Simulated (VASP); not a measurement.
# Fe (P6_3/mmc) in VASP: a series of runs

Runs on Fe. Level: PBEsol. Tasks: single point.

Everything below comes from runs of VASP 6.6.1. Logs are shortened: lines on timing, memory, paths and dates and some standing lists are left out, and cuts for length are marked.

## 1. The cell of the first run

It takes space group P6_3/mmc (No. 194, hexagonal). Conventional cell: a = 2.347 Å, b = 2.347 Å, c = 3.797 Å, α = 90.00°, β = 90.00°, γ = 120.00°. Fe (site symmetry -6m2) has 12 Fe at 2.33 to 2.35 Å within 3.1 Å.

This isn't the form of Fe at room conditions, which is bcc.

## 2. Single point, PBEsol, collinear spin, zero start

File INCAR:

```
SYSTEM = Fe
ALGO     = Normal         ! electronic algorithm
EDIFF    = 1E-6           ! SCF threshold, eV
ENCUT    = 520            ! plane-wave cutoff, eV
GGA      = PS             ! functional
ISIF     = 2              ! what is computed and relaxed
ISMEAR   = -1             ! smearing method
ISPIN    = 2              ! spin polarisation
LASPH    = .TRUE.         ! aspherical terms in the spheres
LCHARG   = .TRUE.         ! write CHGCAR
LELF     = .TRUE.         ! ELF
LMAXMIX  = 4              ! l up to which the mixer works
LORBIT   = 11             ! projections on sites
LREAL    = .FALSE.        ! projectors in reciprocal space
LVHAR    = .TRUE.       
LWAVE    = .FALSE.        ! write WAVECAR
MAGMOM   = 0 0            ! initial moments
NBANDS   = 19             ! bands
NELM     = 150            ! most SCF steps
NUPDOWN  = 0.0            ! fixed moment
PREC     = Accurate       ! precision mode
SIGMA    = 0.1            ! smearing width, eV
```

File KPOINTS:

```
k-points
0
G
  16 16 9
  0 0 0
```

File POSCAR:

```
Fe
1.0
    2.3470000000      0.0000000000      0.0000000000
   -1.1735000000      2.0325616200      0.0000000000
    0.0000000000      0.0000000000      3.7970000000
Fe
2
Direct
    0.3333333333      0.6666666667      0.2500000000
    0.6666666667      0.3333333333      0.7500000000
```

Potentials or basis: VASP PAW PBE potentials, release 64 (Fe).

The run is started by

```console
> cat potpaw_PBE.64/Fe/POTCAR > POTCAR
> mpirun -np 1 vasp_std > vasp.out
```

OUTCAR:

```text
SYSTEM = Fe
   EDIFF = 1E-6
   ENCUT = 520
   GGA = PS
   ISIF = 2
   ISMEAR = -1
   ISPIN = 2
   LASPH = .TRUE.
   LORBIT = 11
   LREAL = .FALSE.
   NELM = 150
   NUPDOWN = 0.0
   PREC = Accurate

 ion  position               nearest neighbor table
   1  0.333  0.667  0.250-   2 2.33   2 2.33   2 2.33   2 2.33   2 2.33   2 2.33
   2  0.667  0.333  0.750-   1 2.33   1 2.33   1 2.33   1 2.33   1 2.33   1 2.33

  LATTYP: Found a hexagonal cell.
 ALAT       =     2.3470000000
 C/A-ratio  =     1.6178099702

  Lattice vectors:

 A1 = (   2.3470000000,   0.0000000000,   0.0000000000)
 A2 = (  -1.1735000000,   2.0325616200,   0.0000000000)
 A3 = (   0.0000000000,   0.0000000000,   3.7970000000)

Analysis of symmetry for initial positions (statically):
=====================================================================
 Subroutine PRICEL returns:
 Original cell was already a primitive cell.

 Routine SETGRP: Setting up the symmetry group for a
 hexagonal supercell.

 Subroutine GETGRP returns: Found 24 space group operations
 (whereof 12 operations were pure point group operations)
 out of a pool of 24 trial point group operations.

The static configuration has the point symmetry D_3d.
 The point group associated with its full space group is D_6h.

Analysis of symmetry for dynamics (positions and initial velocities):
=====================================================================
 Subroutine PRICEL returns:
 Original cell was already a primitive cell.

 Routine SETGRP: Setting up the symmetry group for a
 hexagonal supercell.

 Subroutine GETGRP returns: Found 24 space group operations
 (whereof 12 operations were pure point group operations)
 out of a pool of 24 trial point group operations.

The dynamic configuration has the point symmetry D_3d.
 The point group associated with its full space group is D_6h.

Analysis of structural, dynamic, and magnetic symmetry:
=====================================================================
 Subroutine PRICEL returns:
 Original cell was already a primitive cell.

 Routine SETGRP: Setting up the symmetry group for a
 hexagonal supercell.

 Subroutine GETGRP returns: Found 24 space group operations
 (whereof 12 operations were pure point group operations)
 out of a pool of 24 trial point group operations.

The overall configuration has the point symmetry D_3d.
 The point group associated with its full space group is D_6h.

 Subroutine INISYM returns: Found 24 space group operations
 (whereof 12 operations are pure point group operations),
 and found     1 'primitive' translations

[... 119 lines left out ...]
   GGA     = PS    functional components
   LHFCALC =     F    Hartree Fock is set to
   AEXX    =    0.0000 exact exchange contribution
   IVDW    =     0    specifies the selected vdW correction
   LEPSILON=     F    determine dielectric tensor
   LRPA    =     F    only Hartree local field effects (RPA)
 spin polarized calculation
  energy-cutoff  :      520.00
  volume of cell :       18.11
 maximum number of plane-waves:       513
 NGX is ok and might be reduce to    18
   NGX =  9   NGY =  9   NGZ = 15

 number of electron      15.9999993 magnetization       0.0000000

 number of electron      15.9999993 magnetization      -0.0000000

 Free energy of the ion-electron system (eV)
  ---------------------------------------------------
  ext. energy  EPLUGINS =         0.00000000
  ---------------------------------------------------
  free energy    TOTEN  =       -17.76607690 eV

  energy without entropy =      -17.69521014  energy(sigma->0) =      -17.73064352

 E-fermi :   8.1630     XC(G=0): -14.6573

 val. band max:        8.1628583299   @ k =   0.1250   0.0625   0.3333
 cond. band min:       8.1748158603   @ k =   0.3750   0.1250   0.3333
 fundamental gap:      0.0119575304
 Fermi energy:         8.1630225104

 spin component 1

 k-point     1 :       0.0000    0.0000    0.0000
  band No.  band energies     occupation
      1      -1.4880      1.00000
      2       2.4487      1.00000
      3       6.1696      1.00000
      4       6.2057      1.00000
      5       6.2057      1.00000
      6       6.7254      1.00000
[... 517 lines left out ...]
     18      30.7140      0.00000
     19      32.8329      0.00000

 [... further k-points ...]

 spin component 2

 k-point     1 :       0.0000    0.0000    0.0000
  band No.  band energies     occupation
      1      -1.4880      1.00000
      2       2.4487      1.00000
      3       6.1696      1.00000
      4       6.2057      1.00000
      5       6.2057      1.00000
      6       6.7254      1.00000
[... 517 lines left out ...]
     18      30.7140      0.00000
     19      32.8329      0.00000

 [... further k-points ...]

------------------------ aborting loop because EDIFF is reached ----------------------------------------

  FORCE on cell =-STRESS in cart. coord.  units (eV):
  Direction    XX          YY          ZZ          XY          YZ          ZX
  --------------------------------------------------------------------------------------
  -------------------------------------------------------------------------------------
  Total        4.0151518      4.0151517      2.5116247      0.0000000      0.0000000     -0.0000000
  in kB      355.1527152    355.1527143    222.1610508      0.0000000      0.0000000     -0.0000000
  external PRESSURE =     310.8221601 kB  Pullay stress =       0.0000000 kB

 VOLUME and BASIS-vectors are now :
 -----------------------------------------------------------------------------
  energy-cutoff  :      520.00
  volume of cell :       18.11
      direct lattice vectors                 reciprocal lattice vectors
     2.347000000  0.000000000  0.000000000     0.426075841  0.245995002  0.000000000
    -1.173500000  2.032561620  0.000000000     0.000000000  0.491990004  0.000000000
     0.000000000  0.000000000  3.797000000     0.000000000  0.000000000  0.263365815

 POSITION                                       TOTAL-FORCE (eV/Angst)
 -----------------------------------------------------------------------------------
     -0.00000      1.35504      0.94925        -0.000000      0.000000      0.000000
      1.17350      0.67752      2.84775         0.000000     -0.000000      0.000000
 -----------------------------------------------------------------------------------
    total drift:                                0.000000     -0.000000     -0.000000

  FREE ENERGIE OF THE ION-ELECTRON SYSTEM (eV)
  ---------------------------------------------------
  free  energy   TOTEN  =       -17.7660768985 eV

  energy  without entropy=      -17.6952101441  energy(sigma->0) =      -17.73064352

 total charge

# of ion       s       p       d       tot
------------------------------------------
    1        0.603   0.774   6.475   7.852
    2        0.603   0.774   6.475   7.852
--------------------------------------------------
tot          1.206   1.549  12.949  15.704

 magnetization (x)

# of ion       s       p       d       tot
------------------------------------------
    1        0.000   0.000  -0.000  -0.000
    2        0.000   0.000  -0.000  -0.000
--------------------------------------------------
tot          0.000   0.000  -0.000  -0.000
```

Wall time 2.4 min (1 thread of AMD EPYC 7R13, shared host); peak memory 0.16 GiB.

What came out:

| Quantity | Value |
| --- | --- |
| Free energy | -17.7661 eV |
| Pressure | 31.1 GPa |
| Net moment | 0.00 μB per cell |
| Valence electrons inside the program's atomic spheres | Fe 7.85 |

Stress tensor (GPa, compression positive):
```
35.52  0.00  0.00
 0.00 35.52  0.00
 0.00  0.00 22.22
```

Caveat: the cell stands under pressure; the PAW data sets were made with another functional, which shifts forces and pressure a little; the total moment is fixed, so each spin has its own Fermi level.

## 3. Single point, PBEsol, collinear spin, ferromagnetic start

File INCAR:

```
PREC = Accurate
ENCUT = 520
EDIFF = 1E-6
ISMEAR = -1
SIGMA = 0.1
LREAL = False
LASPH = True
NELM = 150
ALGO = Normal
ISIF = 2
LWAVE = False
LCHARG = False
ISPIN = 2
MAGMOM = 0.93 0.93
LORBIT = 11
NUPDOWN = 1.7
LMAXMIX = 4
GGA = PS
NBANDS = 19
```

File KPOINTS:

```
Automatic mesh
0
Gamma
  16 16 9
```

POSCAR is that of step 2.

Potentials or basis: VASP PAW PBE potentials, release 64 (Fe).

The run is started by

```console
> cat potpaw_PBE.64/Fe/POTCAR > POTCAR
> mpirun -np 1 vasp_std > vasp.out
```

OUTCAR:

```text
PREC = Accurate
   ENCUT = 520
   EDIFF = 1E-6
   ISMEAR = -1
   LREAL = False
   LASPH = True
   NELM = 150
   ISIF = 2
   ISPIN = 2
   LORBIT = 11
   NUPDOWN = 1.7
   GGA = PS

 ion  position               nearest neighbor table
   1  0.333  0.667  0.250-   2 2.33   2 2.33   2 2.33   2 2.33   2 2.33   2 2.33
   2  0.667  0.333  0.750-   1 2.33   1 2.33   1 2.33   1 2.33   1 2.33   1 2.33

  LATTYP: Found a hexagonal cell.
 ALAT       =     2.3470000000
 C/A-ratio  =     1.6178099702

  Lattice vectors:

 A1 = (   2.3470000000,   0.0000000000,   0.0000000000)
 A2 = (  -1.1735000000,   2.0325616200,   0.0000000000)
 A3 = (   0.0000000000,   0.0000000000,   3.7970000000)

Analysis of symmetry for initial positions (statically):
=====================================================================
 Subroutine PRICEL returns:
 Original cell was already a primitive cell.

 Routine SETGRP: Setting up the symmetry group for a
 hexagonal supercell.

 Subroutine GETGRP returns: Found 24 space group operations
 (whereof 12 operations were pure point group operations)
 out of a pool of 24 trial point group operations.

The static configuration has the point symmetry D_3d.
 The point group associated with its full space group is D_6h.

Analysis of symmetry for dynamics (positions and initial velocities):
=====================================================================
 Subroutine PRICEL returns:
 Original cell was already a primitive cell.

 Routine SETGRP: Setting up the symmetry group for a
 hexagonal supercell.

 Subroutine GETGRP returns: Found 24 space group operations
 (whereof 12 operations were pure point group operations)
 out of a pool of 24 trial point group operations.

The dynamic configuration has the point symmetry D_3d.
 The point group associated with its full space group is D_6h.

Analysis of structural, dynamic, and magnetic symmetry:
=====================================================================
[... 153 lines left out ...]
  ext. energy  EPLUGINS =         0.00000000
  ---------------------------------------------------
  free energy    TOTEN  =       -17.50641785 eV

  energy without entropy =      -17.40769329  energy(sigma->0) =      -17.45705557

 E-fermi :   7.8910     XC(G=0): -14.6460

 val. band max:        8.4353162623   @ k =   0.4375  -0.0000   0.2222
 cond. band min:       7.8912982199   @ k =   0.4375   0.1250   0.3333
 fundamental gap:     -0.5440180424
 Fermi energy:         8.4437534014

 spin component 1

 k-point     1 :       0.0000    0.0000    0.0000
  band No.  band energies     occupation
      1      -1.5647      1.00000
      2       2.2489      1.00000
      3       5.8757      1.00000
      4       5.8873      1.00000
      5       5.8873      1.00000
      6       6.3967      1.00000
[... 517 lines left out ...]
     18      30.5768      0.00000
     19      32.7044      0.00000

 [... further k-points ...]

 spin component 2

 k-point     1 :       0.0000    0.0000    0.0000
  band No.  band energies     occupation
      1      -1.3972      1.00000
      2       2.7495      1.00000
      3       6.6397      1.00000
      4       6.6956      0.99999
      5       6.6956      0.99999
      6       7.2347      0.99859
[... 517 lines left out ...]
     18      30.9135      0.00000
     19      33.0103      0.00000

 [... further k-points ...]

------------------------ aborting loop because EDIFF is reached ----------------------------------------

  FORCE on cell =-STRESS in cart. coord.  units (eV):
  Direction    XX          YY          ZZ          XY          YZ          ZX
  --------------------------------------------------------------------------------------
  -------------------------------------------------------------------------------------
  Total        4.5749947      4.5749947      4.2264937      0.0000000      0.0000000      0.0000000
  in kB      404.6725740    404.6725729    373.8465679      0.0000000      0.0000000      0.0000000
  external PRESSURE =     394.3972382 kB  Pullay stress =       0.0000000 kB

 VOLUME and BASIS-vectors are now :
 -----------------------------------------------------------------------------
  energy-cutoff  :      520.00
  volume of cell :       18.11
      direct lattice vectors                 reciprocal lattice vectors
     2.347000000  0.000000000  0.000000000     0.426075841  0.245995002  0.000000000
    -1.173500000  2.032561620  0.000000000     0.000000000  0.491990004  0.000000000
     0.000000000  0.000000000  3.797000000     0.000000000  0.000000000  0.263365815

 POSITION                                       TOTAL-FORCE (eV/Angst)
 -----------------------------------------------------------------------------------
     -0.00000      1.35504      0.94925         0.000000     -0.000000      0.000000
      1.17350      0.67752      2.84775        -0.000000      0.000000      0.000000
 -----------------------------------------------------------------------------------
    total drift:                                0.000000     -0.000000     -0.000000

  FREE ENERGIE OF THE ION-ELECTRON SYSTEM (eV)
  ---------------------------------------------------
  free  energy   TOTEN  =       -17.5064178476 eV

  energy  without entropy=      -17.4076932851  energy(sigma->0) =      -17.45705557

 total charge

# of ion       s       p       d       tot
------------------------------------------
    1        0.605   0.769   6.483   7.857
    2        0.605   0.769   6.483   7.857
--------------------------------------------------
tot          1.211   1.538  12.965  15.714

 magnetization (x)

# of ion       s       p       d       tot
------------------------------------------
    1       -0.007  -0.002   0.837   0.828
    2       -0.007  -0.002   0.837   0.828
--------------------------------------------------
tot         -0.014  -0.005   1.675   1.656
```

OSZICAR:

```text
N       E                     dE             d eps       ncg     rms          rms(c)
DAV:   1     0.735768493896E+02    0.73577E+02   -0.67850E+03 12352   0.112E+03
DAV:   2    -0.169096773247E+02   -0.90487E+02   -0.79764E+02 11508   0.209E+02
DAV:   3    -0.204777921294E+02   -0.35681E+01   -0.34012E+01 12562   0.518E+01
DAV:   4    -0.205037790383E+02   -0.25987E-01   -0.25972E-01 12627   0.422E+00
DAV:   5    -0.205040211368E+02   -0.24210E-03   -0.24209E-03 12812   0.380E-01    0.215E+01
DAV:   6    -0.176679449116E+02    0.28361E+01   -0.56767E+00 12313   0.548E+01    0.241E+00
DAV:   7    -0.175518241237E+02    0.11612E+00   -0.39823E-01 13852   0.109E+01    0.231E+00
DAV:   8    -0.175268985221E+02    0.24926E-01   -0.37819E-03 14020   0.609E-01    0.115E+00
DAV:   9    -0.175084810940E+02    0.18417E-01   -0.14218E-03 17323   0.394E-01    0.356E-01
DAV:  10    -0.175063919194E+02    0.20892E-02   -0.50601E-04 15089   0.217E-01    0.426E-02
DAV:  11    -0.175064293513E+02   -0.37432E-04   -0.33302E-05 12792   0.563E-02    0.274E-02
DAV:  12    -0.175064186011E+02    0.10750E-04   -0.21976E-06 12276   0.156E-02    0.246E-03
DAV:  13    -0.175064178476E+02    0.75344E-06   -0.89228E-08  6534   0.349E-03
   1 F= -.17506418E+02 E0= -.17457056E+02  d E =-.987246E-01  mag=     1.7000
```

Wall time 2.4 min (1 thread of AMD EPYC 7R13, shared host); peak memory 0.16 GiB.

Results:

| Item | Value |
| --- | --- |
| Free energy | -17.5064 eV |
| Pressure | 39.4 GPa |
| Net moment | 1.70 μB per cell |
| Site moments | Fe +0.83 μB |
| Valence electrons inside the program's atomic spheres | Fe 7.86 |

Caveat: the cell stands under pressure; the PAW data sets were made with another functional, which shifts forces and pressure a little; the total moment is fixed, so each spin has its own Fermi level.

(Continued in part 2 of 2.)
